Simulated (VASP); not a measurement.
# LiF in VASP: further runs

LiF is run at these levels: PBEsol; tasks: single point.

Program: VASP 6.6.1. These are calculated values, not measurements. Logs are shortened: lines on timing, memory, paths and dates and some standing lists are left out, and cuts for length are marked.

### Step 1. The cell of the first run

Symmetry: I4mm, No. 107, tetragonal system. Conventional cell: a = 2.848 Å, b = 2.848 Å, c = 4.028 Å, α = 90.00°, β = 90.00°, γ = 90.00°. Li (site symmetry 4mm) has 6 F at 1.92 to 2.10 Å within 2.6 Å. Within 2.6 Å of F (site symmetry 4mm) lie 6 Li at 1.92 to 2.10 Å.

### Step 2. Single point, PBEsol (one atom moved)

File INCAR:

```
  ALGO = Normal
  EDIFF = 1E-7
  ENCUT = 520
  GGA = PS
  ISIF = 2
  ISMEAR = 0
  LASPH = T
  LCHARG = F
  LREAL = F
  LWAVE = F
  NBANDS = 12
  NELM = 80
  PREC = Accurate
  SIGMA = 0.02
```

File KPOINTS:

```
k-points
0
Gamma
  10 10 10
```

File POSCAR:

```
LiF
1.0
    0.0000000000      2.0140000000      2.0140000000
    2.0140000000      0.0000000000      2.0140000000
    2.0140000000      2.0140000000      0.0000000000
Li F
1 1
Direct
    0.0000000000      0.0000000000      0.0000000000
    0.5223435948      0.4776564052      0.5223435948
```

Potentials or basis: VASP PAW PBE potentials, release 64 (Li_sv, F).

The run is started by

```
cat potpaw_PBE.64/Li_sv/POTCAR potpaw_PBE.64/F/POTCAR > POTCAR
mpirun -np 1 vasp_std > vasp.out
```

OUTCAR:

```text
EDIFF = 1E-7
   ENCUT = 520
   GGA = PS
   ISIF = 2
   ISMEAR = 0
   LASPH = T
   LREAL = F
   NELM = 80
   PREC = Accurate

 ion  position               nearest neighbor table
   1  0.000  0.000  0.000-   2 1.92   2 2.02   2 2.02   2 2.02   2 2.02   2 2.10
   2  0.522  0.478  0.522-   1 1.92   1 2.02   1 2.02   1 2.02   1 2.02   1 2.10

  LATTYP: Found a face centered cubic cell.
 ALAT       =     4.0280000000

  Lattice vectors:

 A1 = (   0.0000000000,   2.0140000000,   2.0140000000)
 A2 = (   2.0140000000,   0.0000000000,   2.0140000000)
 A3 = (   2.0140000000,   2.0140000000,   0.0000000000)

Analysis of symmetry for initial positions (statically):
=====================================================================
 Subroutine PRICEL returns:
 Original cell was already a primitive cell.

 Routine SETGRP: Setting up the symmetry group for a
 face centered cubic supercell.

 Subroutine GETGRP returns: Found  8 space group operations
 (whereof  8 operations were pure point group operations)
 out of a pool of 48 trial point group operations.

The static configuration has the point symmetry C_4v.

Analysis of symmetry for dynamics (positions and initial velocities):
=====================================================================
 Subroutine PRICEL returns:
 Original cell was already a primitive cell.

 Routine SETGRP: Setting up the symmetry group for a
 face centered cubic supercell.

 Subroutine GETGRP returns: Found  8 space group operations
 (whereof  8 operations were pure point group operations)
 out of a pool of 48 trial point group operations.

The dynamic configuration has the point symmetry C_4v.

 Subroutine INISYM returns: Found  8 space group operations
 (whereof  8 operations are pure point group operations),
 and found     1 'primitive' translations

----------------------------------------------------------------------------------------

                                     Primitive cell

  volume of cell :      16.3384

  direct lattice vectors                    reciprocal lattice vectors
     0.000000000  2.014000000  2.014000000    -0.248262165  0.248262165  0.248262165
     2.014000000  0.000000000  2.014000000     0.248262165 -0.248262165  0.248262165
     2.014000000  2.014000000  0.000000000     0.248262165  0.248262165 -0.248262165

  length of vectors
     2.848226115  2.848226115  2.848226115     0.430002683  0.430002683  0.430002683

  position of ions in fractional coordinates (direct lattice)
     0.000000000  0.000000000  0.000000000
[... 89 lines left out ...]
   NELECT =      10.0000    total number of electrons
   NUPDOWN=      -1.0000    fix difference up-down
   EMIN   =  10.00;   EMAX   =-10.00  energy-range for DOS
   EFERMI =   0.00;   METHOD = LEGACY
   ISMEAR =     0;   SIGMA  =   0.02  broadening in eV -4-tet -1-fermi 0-gaus
   EFERMI_NEDOS =   21; number of points for ismear=-14 and -15
   IALGO  =     38    algorithm
   IMIX   =      4    mixing-type and parameters
     AMIX     =   0.40;   BMIX     =  1.00
     AMIX_MAG =   1.60;   BMIX_MAG =  1.00
  volume/ion in A,a.u.               =       8.17        55.13
  Fermi-wavevector in a.u.,A,eV,Ry     =   1.389970  2.626662 26.286674  1.932016
  Thomas-Fermi vector in A             =   2.513950
   LORBIT       =      0    0 simple, 1 ext, 2 COOP (PROOUT), +10 PAW based schemes
   GGA     = PS    functional components
   LHFCALC =     F    Hartree Fock is set to
   AEXX    =    0.0000 exact exchange contribution
   IVDW    =     0    specifies the selected vdW correction
   LEPSILON=     F    determine dielectric tensor
   LRPA    =     F    only Hartree local field effects (RPA)
 non-spin polarized calculation
 Gauss-broadening in eV      SIGMA  =   0.02
  energy-cutoff  :      520.00
  volume of cell :       16.34
 maximum number of plane-waves:       459
 NGX is ok and might be reduce to    24
   NGX = 11   NGY = 11   NGZ = 11

 number of electron      10.0000000 magnetization

 number of electron       9.9999992 magnetization

 Free energy of the ion-electron system (eV)
  ---------------------------------------------------
  ext. energy  EPLUGINS =         0.00000000
  ---------------------------------------------------
  free energy    TOTEN  =        -9.84483137 eV

  energy without entropy =       -9.84483137  energy(sigma->0) =       -9.84483137

 E-fermi :  -0.9027     XC(G=0): -10.1986

 val. band max:       -1.1085756527   @ k =   0.0000   0.0000   0.0000
 cond. band min:       7.7950035201   @ k =   0.0000   0.0000   0.0000
 fundamental gap:      8.9035791728
 Fermi energy:        -0.9027066744

 k-point     1 :       0.0000    0.0000    0.0000
  band No.  band energies     occupation
      1     -41.3113      2.00000
      2     -20.9748      2.00000
      3      -1.1225      2.00000
      4      -1.1086      2.00000
      5      -1.1086      2.00000
      6       7.7950      0.00000
      7      22.2719      0.00000
      8      22.2719      0.00000
      9      22.7847      0.00000
     10      23.0126      0.00000
     11      23.4691      0.00000
     12      23.4691      0.00000
[... 331 lines left out ...]
 k-point    24 :       0.1000    0.0000   -0.1000
  band No.  band energies     occupation
      1     -41.2957      2.00000
      2     -20.8726      2.00000
      3      -1.7512      2.00000
      4      -1.3316      2.00000
      5      -1.1129      2.00000
      6       8.5313      0.00000
      7      18.4841      0.00000
      8      20.0089      0.00000
      9      20.8156      0.00000
     10      23.7800      0.00000
     11      24.3385      0.00000
     12      26.6366      0.00000

 [... further k-points ...]

------------------------ aborting loop because EDIFF is reached ----------------------------------------

  FORCE on cell =-STRESS in cart. coord.  units (eV):
  Direction    XX          YY          ZZ          XY          YZ          ZX
  --------------------------------------------------------------------------------------
  -------------------------------------------------------------------------------------
  Total       -0.1475670     -0.0213512     -0.1475670     -0.0000000     -0.0000000     -0.0000000
  in kB      -14.4707598     -2.0937493    -14.4707598     -0.0000000     -0.0000000     -0.0000000
  external PRESSURE =     -10.3450897 kB  Pullay stress =       0.0000000 kB

 VOLUME and BASIS-vectors are now :
 -----------------------------------------------------------------------------
  energy-cutoff  :      520.00
  volume of cell :       16.34
      direct lattice vectors                 reciprocal lattice vectors
     0.000000000  2.014000000  2.014000000    -0.248262165  0.248262165  0.248262165
     2.014000000  0.000000000  2.014000000     0.248262165 -0.248262165  0.248262165
     2.014000000  2.014000000  0.000000000     0.248262165  0.248262165 -0.248262165

 POSITION                                       TOTAL-FORCE (eV/Angst)
 -----------------------------------------------------------------------------------
      0.00000      0.00000      0.00000         0.000000      0.162436      0.000000
      2.01400      2.10400      2.01400         0.000000     -0.162436      0.000000
 -----------------------------------------------------------------------------------
    total drift:                               -0.000001      0.000000     -0.000001

  FREE ENERGIE OF THE ION-ELECTRON SYSTEM (eV)
  ---------------------------------------------------
  free  energy   TOTEN  =        -9.8448313733 eV

  energy  without entropy=       -9.8448313733  energy(sigma->0) =       -9.84483137
```

OSZICAR:

```text
N       E                     dE             d eps       ncg     rms          rms(c)
DAV:   1     0.306302261859E+02    0.30630E+02   -0.53843E+03  2528   0.848E+02
DAV:   2    -0.917074365028E+01   -0.39801E+02   -0.38939E+02  2964   0.185E+02
DAV:   3    -0.102637258030E+02   -0.10930E+01   -0.10904E+01  3216   0.267E+01
DAV:   4    -0.102740915666E+02   -0.10366E-01   -0.10365E-01  2812   0.279E+00
DAV:   5    -0.102742051421E+02   -0.11358E-03   -0.11358E-03  3176   0.218E-01    0.408E+00
DAV:   6    -0.984402383378E+01    0.43018E+00   -0.20258E+00  2728   0.876E+00    0.139E+00
DAV:   7    -0.984228059244E+01    0.17432E-02   -0.15486E-02  3240   0.112E+00    0.842E-01
DAV:   8    -0.984475695182E+01   -0.24764E-02   -0.12005E-02  3076   0.121E+00    0.106E-01
DAV:   9    -0.984477963285E+01   -0.22681E-04   -0.10596E-03  2860   0.288E-01    0.430E-02
DAV:  10    -0.984483095534E+01   -0.51322E-04   -0.10204E-04  2816   0.770E-02    0.102E-02
DAV:  11    -0.984483135202E+01   -0.39668E-06   -0.56004E-06  3164   0.234E-02    0.278E-03
DAV:  12    -0.984483137332E+01   -0.21301E-07   -0.78946E-07  2824   0.830E-03
   1 F= -.98448314E+01 E0= -.98448314E+01  d E =-.222589E-50
```

stdout:

```text
POSCAR found type information on POSCAR LiF
 POSCAR found :  2 types and       2 ions
 scaLAPACK will be used
 -----------------------------------------------------------------------------
|                                                                             |
|                                                                             |
|     You enforced a specific xc type in the INCAR file but a different       |
|     I HOPE YOU KNOW WHAT YOU ARE DOING!                                     |
|                                                                             |
 -----------------------------------------------------------------------------

 LDA part: xc-table for (Slater+PW92), standard interpolation
 POSCAR, INCAR and KPOINTS ok, starting setup
 FFT: planning ... GRIDC
 FFT: planning ... GRID_SOFT
 FFT: planning ... GRID
 WAVECAR not read
 entering main loop
```

Wall time 9.2 s (1 thread of Intel Xeon Platinum 8375C at 2.90GHz (Ice Lake), shared host); peak memory 0.14 GiB.

What came out:

```
Free energy            : -9.8448 eV
Largest force          : 0.162 eV/Å
Band gap on the k mesh : 8.90 eV
```

Forces on the atoms (eV/Å):
```
Li   0.000  0.162  0.000
F    0.000 -0.162  0.000
```

Levels at points of the mesh, in eV from the valence-band top:
| k point | band 1 | band 2 | band 3 | band 4 | band 5 | band 6 | band 7 | band 8 | band 9 | band 10 |
| --- | --- | --- | --- | --- | --- | --- | --- | --- | --- | --- |
| (0.00, 0.00, 0.00) | -40.20 | -19.87 | -0.01 | 0.00 | 0.00 | 8.90 | 23.38 | 23.38 | 23.89 | 24.12 |
| (0.50, 0.00, 0.00) | -40.14 | -19.43 | -2.56 | -0.25 | -0.23 | 10.59 | 16.50 | 18.75 | 18.85 | 30.14 |
| (0.50, 0.50, 0.00) | -40.12 | -19.15 | -3.06 | -1.02 | -1.01 | 14.63 | 16.11 | 17.14 | 20.17 | 20.39 |
| (0.50, 0.00, 0.50) | -40.12 | -19.16 | -3.05 | -1.01 | -1.01 | 14.56 | 16.19 | 17.42 | 20.09 | 20.09 |

Caveat: the cell differs from its parent crystal (one atom moved); the cutoff is under 1.25 times the usual one of these potentials, so pressure, stress and relaxed cells hold a basis-set (Pulay) error; the PAW data sets were made with another functional, which shifts forces and pressure a little. A k mesh can miss the band edges.

(Continued in part 2 of 2.)
